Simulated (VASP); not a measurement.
# BN (lda) (P6_3mc) in VASP: notebook

Runs on BN (lda). Level: LDA. Tasks: single point, relaxation of cell and atoms.

All numbers are computed with VASP 6.6.1; they aren't measurements. Logs are shortened: lines on timing, memory, paths and dates and some standing lists are left out, and cuts for length are marked.

**1. The cell of the first run**

The structure is hexagonal, space group P6_3mc (No. 186). Conventional cell: a = 2.522 Å, b = 2.522 Å, c = 4.175 Å, α = 90.00°, β = 90.00°, γ = 120.00°. B (site symmetry 3m) has 4 N at 1.55 to 1.56 Å within 2.1 Å. Within 2.1 Å of N (site symmetry 3m) lie 4 B at 1.55 to 1.56 Å.

**2. Single point, LDA**

Contents of INCAR:

```
PREC = Accurate
ENCUT = 600
EDIFF = 1E-6
ISMEAR = 0
SIGMA = 0.1
LREAL = F
LASPH = T
NELM = 120
ALGO = Normal
ISIF = 2
LWAVE = F
LCHARG = F
GGA = CA
NBANDS = 16
GGA_COMPAT = F
```

Contents of KPOINTS:

```
Automatic mesh
0
Gamma
  9 9 6
```

Contents of POSCAR:

```
BN
1.0
    2.5224740953      0.0000000000      0.0000000000
   -1.2612370476      2.1845266469      0.0000000000
    0.0000000000      0.0000000000      4.1751807468
B N
2 2
Direct
    0.6666666667      0.3333333333      0.9996955531
    0.3333333333      0.6666666667      0.4996955531
    0.6666666667      0.3333333333      0.6253044469
    0.3333333333      0.6666666667      0.1253044469
```

Potentials or basis: VASP PAW LDA potentials, release 64 (B, N).

On the command line:

```
$ cat potpaw_LDA.64/B/POTCAR potpaw_LDA.64/N/POTCAR > POTCAR
$ mpirun -np 1 vasp_std > vasp.out
```

OUTCAR:

```text
PREC = Accurate
   ENCUT = 600
   EDIFF = 1E-6
   ISMEAR = 0
   LREAL = F
   LASPH = T
   NELM = 120
   ISIF = 2
   GGA = CA

 ion  position               nearest neighbor table
   1  0.667  0.333  1.000-   4 1.55   4 1.55   4 1.55   3 1.56
   2  0.333  0.667  0.500-   3 1.55   3 1.55   3 1.55   4 1.56
   3  0.667  0.333  0.625-   2 1.55   2 1.55   2 1.55   1 1.56
   4  0.333  0.667  0.125-   1 1.55   1 1.55   1 1.55   2 1.56

  LATTYP: Found a hexagonal cell.
 ALAT       =     2.5224740953
 C/A-ratio  =     1.6551927152

  Lattice vectors:

 A1 = (   2.5224740953,   0.0000000000,   0.0000000000)
 A2 = (  -1.2612370476,   2.1845266469,   0.0000000000)
 A3 = (   0.0000000000,   0.0000000000,   4.1751807468)

Analysis of symmetry for initial positions (statically):
=====================================================================
 Subroutine PRICEL returns:
 Original cell was already a primitive cell.

 Routine SETGRP: Setting up the symmetry group for a
 hexagonal supercell.

 Subroutine GETGRP returns: Found 12 space group operations
 (whereof  6 operations were pure point group operations)
 out of a pool of 24 trial point group operations.

The static configuration has the point symmetry C_3v.
 The point group associated with its full space group is C_6v.

Analysis of symmetry for dynamics (positions and initial velocities):
=====================================================================
 Subroutine PRICEL returns:
 Original cell was already a primitive cell.

 Routine SETGRP: Setting up the symmetry group for a
 hexagonal supercell.

 Subroutine GETGRP returns: Found 12 space group operations
 (whereof  6 operations were pure point group operations)
 out of a pool of 24 trial point group operations.

The dynamic configuration has the point symmetry C_3v.
 The point group associated with its full space group is C_6v.

 Subroutine INISYM returns: Found 12 space group operations
 (whereof  6 operations are pure point group operations),
 and found     1 'primitive' translations

----------------------------------------------------------------------------------------

                                     Primitive cell

  volume of cell :      23.0070

  direct lattice vectors                    reciprocal lattice vectors
[... 84 lines left out ...]
   ICHARG =      2    charge: 1-file 2-atom 10-const
   ISPIN  =      1    spin polarized calculation?
   LNONCOLLINEAR =      F non collinear calculations
   LSORBIT =      F    spin-orbit coupling
   LASPH  =      T    aspherical Exc in radial PAW
   ENCUT  =  600.0 eV  44.10 Ry    6.64 a.u.   5.04  5.04  8.34*2*pi/ulx,y,z
   NELM   =    120;   NELMIN=  2; NELMDL= -5     # of ELM steps
   EDIFF  = 0.1E-05   stopping-criterion for ELM
   LREAL  =      F    real-space projection
   EDIFFG = 0.1E-04   stopping-criterion for IOM
   NSW    =      0    number of steps for IOM
   IBRION =     -1    ionic relax: 0-MD 1-quasi-New 2-CG
   NFREE  =      0    steps in history (QN), initial steepest desc. (CG)
   ISIF   =      2    stress and relaxation
   ISYM   =      2    0-nonsym 1-usesym 2-fastsym
   POTIM  = 0.5000    time-step for ionic-motion
   TEBEG  =    0.0;   TEEND  =   0.0 temperature during run
   PSTRESS=    0.0 pullay stress
   NELECT =      16.0000    total number of electrons
   NUPDOWN=      -1.0000    fix difference up-down
   EMIN   =  10.00;   EMAX   =-10.00  energy-range for DOS
   EFERMI =   0.00;   METHOD = LEGACY
   ISMEAR =     0;   SIGMA  =   0.10  broadening in eV -4-tet -1-fermi 0-gaus
   EFERMI_NEDOS =   21; number of points for ismear=-14 and -15
   IALGO  =     38    algorithm
   IMIX   =      4    mixing-type and parameters
     AMIX     =   0.40;   BMIX     =  1.00
     AMIX_MAG =   1.60;   BMIX_MAG =  1.00
  volume/ion in A,a.u.               =       5.75        38.81
  Fermi-wavevector in a.u.,A,eV,Ry     =   1.450424  2.740904 28.622990  2.103730
  Thomas-Fermi vector in A             =   2.568038
   LORBIT       =      0    0 simple, 1 ext, 2 COOP (PROOUT), +10 PAW based schemes
   GGA     = CA    functional components
   LHFCALC =     F    Hartree Fock is set to
   AEXX    =    0.0000 exact exchange contribution
   IVDW    =     0    specifies the selected vdW correction
   LEPSILON=     F    determine dielectric tensor
   LRPA    =     F    only Hartree local field effects (RPA)
 non-spin polarized calculation
 Gauss-broadening in eV      SIGMA  =   0.10
  energy-cutoff  :      600.00
  volume of cell :       23.01
 maximum number of plane-waves:       780
   NGX = 11   NGY = 11   NGZ = 17

 number of electron      16.0000002 magnetization

 Free energy of the ion-electron system (eV)
  ---------------------------------------------------
  ext. energy  EPLUGINS =         0.00000000
  ---------------------------------------------------
  free energy    TOTEN  =       -38.76035141 eV

  energy without entropy =      -38.76035141  energy(sigma->0) =      -38.76035141

 E-fermi :   8.3565     XC(G=0): -13.2245

 val. band max:        7.8923566789   @ k =   0.0000   0.0000   0.0000
 cond. band min:      12.7938364071   @ k =   0.3333   0.3333   0.0000
 fundamental gap:      4.9014797282
 Fermi energy:         8.3564622120

 k-point     1 :       0.0000    0.0000    0.0000
  band No.  band energies     occupation
      1     -12.6681      2.00000
      2      -8.3317      2.00000
      3      -3.3169      2.00000
      4       5.7048      2.00000
      5       5.7048      2.00000
      6       7.5942      2.00000
[... 433 lines left out ...]
      3      -1.5141      2.00000
      4      -0.0211      2.00000
      5      -0.0211      2.00000
      6       1.8250      2.00000
[... 8 lines left out ...]
     15      24.2370      0.00000
     16      24.2370      0.00000

 [... further k-points ...]
[... 5 lines left out ...]
  --------------------------------------------------------------------------------------
  -------------------------------------------------------------------------------------
  Total        0.1516606      0.1516606      0.1048468      0.0000000      0.0000000     -0.0000000
  in kB       10.5614592     10.5614592      7.3014062      0.0000000      0.0000000     -0.0000000
  external PRESSURE =       9.4747748 kB  Pullay stress =       0.0000000 kB

 VOLUME and BASIS-vectors are now :
 -----------------------------------------------------------------------------
  energy-cutoff  :      600.00
  volume of cell :       23.01
      direct lattice vectors                 reciprocal lattice vectors
     2.522474095  0.000000000  0.000000000     0.396436182  0.228882536  0.000000000
    -1.261237048  2.184526647  0.000000000     0.000000000  0.457765073  0.000000000
     0.000000000  0.000000000  4.175180747     0.000000000  0.000000000  0.239510589

 POSITION                                       TOTAL-FORCE (eV/Angst)
 -----------------------------------------------------------------------------------
      1.26124      0.72818      4.17391        -0.000000      0.000000     -0.002203
     -0.00000      1.45635      2.08632        -0.000000      0.000000     -0.002203
      1.26124      0.72818      2.61076         0.000000     -0.000000      0.002203
     -0.00000      1.45635      0.52317        -0.000000      0.000000      0.002203
 -----------------------------------------------------------------------------------
    total drift:                               -0.000000     -0.000000      0.000567

  FREE ENERGIE OF THE ION-ELECTRON SYSTEM (eV)
  ---------------------------------------------------
  free  energy   TOTEN  =       -38.7603514136 eV

  energy  without entropy=      -38.7603514136  energy(sigma->0) =      -38.76035141
```

OSZICAR:

```text
N       E                     dE             d eps       ncg     rms          rms(c)
DAV:   1     0.398219585183E+02    0.39822E+02   -0.92107E+03  1536   0.110E+03
DAV:   2    -0.388840585116E+02   -0.78706E+02   -0.73902E+02  2144   0.232E+02
DAV:   3    -0.411308623195E+02   -0.22468E+01   -0.22427E+01  1832   0.359E+01
DAV:   4    -0.411355581175E+02   -0.46958E-02   -0.46955E-02  1736   0.199E+00
DAV:   5    -0.411355700576E+02   -0.11940E-04   -0.11940E-04  1776   0.905E-02    0.940E+00
DAV:   6    -0.390539794661E+02    0.20816E+01   -0.25432E+00  1840   0.142E+01    0.431E+00
DAV:   7    -0.388262065447E+02    0.22777E+00   -0.28976E-01  1952   0.426E+00    0.259E+00
DAV:   8    -0.387618890602E+02    0.64317E-01   -0.80657E-02  1896   0.209E+00    0.259E-01
DAV:   9    -0.387603985646E+02    0.14905E-02   -0.25952E-03  1680   0.507E-01    0.145E-01
DAV:  10    -0.387603526232E+02    0.45941E-04   -0.16062E-04  1968   0.110E-01    0.168E-02
DAV:  11    -0.387603516640E+02    0.95921E-06   -0.14229E-05  1800   0.330E-02    0.118E-02
DAV:  12    -0.387603514136E+02    0.25038E-06   -0.14572E-06   960   0.111E-02
   1 F= -.38760351E+02 E0= -.38760351E+02  d E =-.102651E-12
```

stdout:

```text
POSCAR found type information on POSCAR B N
 POSCAR found :  2 types and       4 ions
 scaLAPACK will be used
 LDA part: xc-table for (Slater(with rela. corr.)+CA(PZ))
 , standard interpolation
 POSCAR, INCAR and KPOINTS ok, starting setup
 FFT: planning ... GRIDC
 FFT: planning ... GRID_SOFT
 FFT: planning ... GRID
 WAVECAR not read
 entering main loop
```

It took 12 s on 1 thread of Intel Xeon Platinum 8488C (Sapphire Rapids), shared host; peak memory 0.13 GiB.

Results:

| Property | Result |
| --- | --- |
| Free energy | -38.7604 eV |
| Pressure | 0.9 GPa |
| Band gap on the k mesh | 4.90 eV, indirect (least direct gap 8.28 eV) |

Forces in eV/Å, atoms in the order of the input:
```
B    0.000  0.000 -0.002
B    0.000  0.000 -0.002
N    0.000  0.000  0.002
N    0.000  0.000  0.002
```

A k mesh can miss the band edges. A hybrid or GW would open this gap; LDA tends to underestimate it.

**3. Single point, LDA**

Contents of INCAR:

```
ALGO     = Normal         # electronic algorithm
EDIFF    = 1E-6           # SCF threshold, eV
ENCUT    = 600            # plane-wave cutoff, eV
GGA_COMPAT= F            
ISIF     = 2              # what is computed and relaxed
ISMEAR   = 0              # smearing method
LASPH    = T              # aspherical terms in the spheres
LCHARG   = T              # write CHGCAR
LELF     = T              # ELF
LREAL    = F              # projectors in reciprocal space
LVHAR    = T            
LWAVE    = F              # write WAVECAR
NBANDS   = 16             # bands
NELM     = 120            # most SCF steps
PREC     = Accurate       # precision mode
SIGMA    = 0.02           # smearing width, eV
```

Contents of KPOINTS:

```
k-points
0
Gamma
  12 12 6
```

Contents of POSCAR:

```
BN
1.0
    2.5226742886      0.0000000000      0.0000000000
   -1.2613371443      2.1847000194      0.0000000000
    0.0000000000      0.0000000000      4.1744160602
B N
2 2
Direct
    0.6666666667      0.3333333333      0.9997116889
    0.3333333333      0.6666666667      0.4997116889
    0.6666666667      0.3333333333      0.6252883111
    0.3333333333      0.6666666667      0.1252883111
```

Potentials or basis: VASP PAW LDA potentials, release 64 (B, N).

On the command line:

```
$ cat potpaw_LDA.64/B/POTCAR potpaw_LDA.64/N/POTCAR > POTCAR
$ mpirun -np 1 vasp_std > vasp.out
```

It took 22 s on 1 thread of Intel Xeon Platinum 8488C (Sapphire Rapids), shared host; peak memory 0.14 GiB.

Results (log left out):

```
Free energy            : -38.7604 eV
Pressure               : 1.0 GPa
Largest force          : 0.005 eV/Å
Band gap on the k mesh : 4.90 eV, indirect (least direct gap 8.28 eV)
```

Forces in eV/Å, atoms in the order of the input:
```
B    0.000  0.000 -0.005
B    0.000  0.000 -0.005
N    0.000  0.000  0.005
N    0.000  0.000  0.005
```

Levels at points of the mesh, in eV from the valence-band top:
| k point | band 5 | band 6 | band 7 | band 8 | band 9 | band 10 | band 11 | band 12 |
| --- | --- | --- | --- | --- | --- | --- | --- | --- |
| (0.00, 0.00, 0.00) | -2.19 | -0.30 | 0.00 | 0.00 | 8.34 | 8.34 | 8.63 | 9.94 |
| (0.50, 0.00, 0.00) | -7.06 | -5.14 | -4.60 | -2.18 | 6.71 | 7.88 | 10.61 | 11.66 |
| (0.00, 0.00, 0.50) | -1.21 | -1.21 | -1.21 | -1.21 | 9.71 | 9.71 | 9.94 | 9.94 |
| (0.50, 0.00, 0.50) | -3.89 | -3.89 | -3.67 | -3.67 | 6.58 | 6.58 | 10.14 | 10.14 |

A k mesh can miss the band edges.

**4. Relaxation of cell and atoms, LDA**

This run uses another cell than the first one, of 5.97 Å³/atom, 1.038 times its volume.

Contents of INCAR:

```
ALGO = Normal ; EDIFF = 1E-7
EDIFFG = -0.05 ; ENCUT = 600
GGA_COMPAT = False ; IBRION = 2
ISIF = 3 ; ISMEAR = 0
LASPH = True ; LCHARG = False
LREAL = False ; LWAVE = False
NELM = 120 ; NELMIN = 4
NSW = 100 ; PREC = Accurate
SIGMA = 0.1
```

Contents of KPOINTS:

```
k-points
0
Gamma
  9 9 6
```

Contents of POSCAR:

```
BN
1.0
    2.5539396000      0.0000000000      0.0000000000
   -1.2769698000      2.2117765700      0.0000000000
    0.0000000000      0.0000000000      4.2268550000
B N
2 2
Direct
    0.6666666700      0.3333333300      0.9997240000
    0.3333333300      0.6666666700      0.4997240000
    0.6666666700      0.3333333300      0.6252760000
    0.3333333300      0.6666666700      0.1252760000
```

On the command line:

```
$ cat potpaw_LDA.64/B/POTCAR potpaw_LDA.64/N/POTCAR > POTCAR
$ mpirun -np 1 vasp_std > vasp.out
```

Wall time 22 s (1 thread of Intel Xeon Platinum 8488C (Sapphire Rapids), shared host); peak memory 0.13 GiB.

The run converged. Its results:

| Quantity | Value |
| --- | --- |
| Free energy | -38.7629 eV |
| Relaxed volume | 5.77 Å³/atom |
| Relaxed cell | a = 2.525 Å, b = 2.525 Å, c = 4.177 Å, α = 90.00°, β = 90.00°, γ = 120.00° |
| Space group after relaxing (to 0.05 Å) | P6_3mc (No. 186) |
| Energy gained by relaxing | 8.6 meV/atom |
| Ionic steps | 3 |
| Pressure after relaxing | -0.1 GPa |
| Largest force after relaxing | 0.028 eV/Å |
| Band gap on the k mesh | 4.93 eV, indirect (least direct gap 8.28 eV) |

Forces on the atoms (eV/Å):
```
B    0.000  0.000 -0.028
B    0.000  0.000 -0.028
N    0.000  0.000  0.028
N    0.000  0.000  0.028
```

Stress tensor (GPa, compression positive):
```
-0.15  0.00  0.00
 0.00 -0.15  0.00
 0.00  0.00 -0.05
```

The path:
```
step  energy change (eV)  largest force (eV/Å)  pressure (GPa)  volume (Å³)
   1              0.0000                0.0213          -13.15        23.88
   2              0.0060                0.0870           15.91        22.22
   3             -0.0344                0.0283           -0.12        23.07
```

Final structure:
```cif
data_structure
_symmetry_space_group_name_H-M 'P 1'
_symmetry_Int_Tables_number 1
_cell_length_a 2.5250
_cell_length_b 2.5250
_cell_length_c 4.1774
_cell_angle_alpha 90.000
_cell_angle_beta 90.000
_cell_angle_gamma 120.000
_cell_volume 23.07
loop_
_atom_site_label
_atom_site_type_symbol
_atom_site_fract_x
_atom_site_fract_y
_atom_site_fract_z
_atom_site_occupancy
B1 B 0.66667 0.33333 0.99984 1
B2 B 0.33333 0.66667 0.49984 1
N1 N 0.66667 0.33333 0.62516 1
N2 N 0.33333 0.66667 0.12516 1
```

Levels at points of the mesh, in eV from the valence-band top:
```tsv
k point	band 4	band 5	band 6	band 7	band 8	band 9	band 10	band 11	band 12
(0.00, 0.00, 0.00)	-2.18	-2.18	-0.28	0.00	0.00	8.34	8.34	8.61	9.91
(0.00, 0.00, 0.50)	-5.79	-1.21	-1.21	-1.21	-1.21	9.68	9.68	9.93	9.93
```

Caveat: the relaxation stopped at a loose force limit of 0.05 eV/Å, so its end isn't a converged minimum. As with any semilocal functional, this LDA gap is likely too small.

**5. Relaxation of cell and atoms, LDA**

Contents of INCAR:

```
PREC = Accurate
ENCUT = 600
EDIFF = 1E-7
ISMEAR = 0
SIGMA = 0.02
LREAL = F
LASPH = T
NELM = 120
ALGO = Normal
ISIF = 3
LWAVE = F
LCHARG = F
IBRION = 2
NSW = 100
EDIFFG = -0.002
GGA_COMPAT = F
NELMIN = 4
```

Contents of KPOINTS:

```
Automatic mesh
0
Gamma
  12 12 6
```

Contents of POSCAR:

```
BN
1.0
    2.5224740953      0.0000000000      0.0000000000
   -1.2612370476      2.1845266469      0.0000000000
    0.0000000000      0.0000000000      4.1751807468
B N
2 2
Direct
    0.6666666667      0.3333333333      0.9996955531
    0.3333333333      0.6666666667      0.4996955531
    0.6666666667      0.3333333333      0.6253044469
    0.3333333333      0.6666666667      0.1253044469
```

On the command line:

```
$ cat potpaw_LDA.64/B/POTCAR potpaw_LDA.64/N/POTCAR > POTCAR
$ mpirun -np 1 vasp_std > vasp.out
```

It took 44 s on 1 thread of Intel Xeon Platinum 8488C (Sapphire Rapids), shared host; peak memory 0.14 GiB.

The run converged. Its results:

| Quantity | Value |
| --- | --- |
| Free energy | -38.7606 eV |
| Relaxed volume | 5.77 Å³/atom |
| Relaxed cell | a = 2.525 Å, b = 2.525 Å, c = 4.178 Å, α = 90.00°, β = 90.00°, γ = 120.00° |
| Space group after relaxing (to 0.05 Å) | P6_3mc (No. 186) |
| Energy gained by relaxing | 0.0 meV/atom |
| Ionic steps | 6 |
| Pressure after relaxing | 0.0 GPa |
| Band gap on the k mesh | 4.91 eV, indirect (least direct gap 8.27 eV) |

Step by step:
| step | energy change (eV) | largest force (eV/Å) | pressure (GPa) | volume (Å³) |
| --- | --- | --- | --- | --- |
| 1 | 0.0000 | 0.0022 | 0.95 | 23.01 |
| 2 | 0.0000 | 0.0081 | -1.04 | 23.12 |
| 3 | -0.0002 | 0.0028 | 0.00 | 23.06 |
| 4 | -0.0002 | 0.0027 | 0.01 | 23.06 |
| 5 | -0.0002 | 0.0030 | 0.01 | 23.06 |
| 6 | -0.0002 | 0.0003 | 0.01 | 23.06 |

Final structure:
```xyz
4
Lattice="2.5247 0.0000 0.0000 -1.2623 2.1865 0.0000 0.0000 0.0000 4.1776" Properties=species:S:1:pos:R:3 pbc="T T T"
B     1.2623    0.7288    4.1763
B     0.0000    1.4576    2.0875
N     1.2623    0.7288    2.6122
N     0.0000    1.4576    0.5235
```

Levels at points of the mesh, in eV from the valence-band top:
```tsv
k point	band 6	band 7	band 8	band 9	band 10	band 11
(0.00, 0.00, 0.00)	-0.30	0.00	0.00	8.33	8.33	8.62
(0.50, 0.00, 0.00)	-5.13	-4.59	-2.17	6.70	7.88	10.59
(0.00, 0.00, 0.50)	-1.21	-1.21	-1.21	9.68	9.68	9.92
(0.50, 0.00, 0.50)	-3.88	-3.67	-3.67	6.57	6.57	10.13
```

**6. Summary**

```tsv
task	cell	k mesh	smearing	gap on the mesh (eV)	pressure (GPa)	relaxed volume (Å³/atom)	largest force (eV/Å)
single point	a = 2.522, b = 2.522, c = 4.175 Å, angles 90.0, 90.0, 120.0°, 4 atoms	9 × 9 × 6	gaussian 0.1 eV	4.90	0.9	-	-
single point	a = 2.523, b = 2.523, c = 4.174 Å, angles 90.0, 90.0, 120.0°, 4 atoms	12 × 12 × 6	gaussian 0.02 eV	4.90	1.0	-	0.01
relaxation of cell and atoms	relaxed from a = 2.554, b = 2.554, c = 4.227 Å, angles 90.0, 90.0, 120.0°, 4 atoms	9 × 9 × 6	gaussian 0.1 eV	4.93	-0.1	5.77	0.03
relaxation of cell and atoms	relaxed from a = 2.522, b = 2.522, c = 4.175 Å, angles 90.0, 90.0, 120.0°, 4 atoms	12 × 12 × 6	gaussian 0.02 eV	4.91	0.0	5.77	-
```

Alike in all rows: level LDA; potentials or basis VASP PAW LDA potentials, release 64 (B, N); no spin polarisation; cutoff (eV) 600.

Caveats: the relaxation stopped at a loose force limit of 0.05 eV/Å, so its end isn't a converged minimum (some runs).

Total energies depend on the potentials used, so only differences within one code and one set of settings carry meaning.
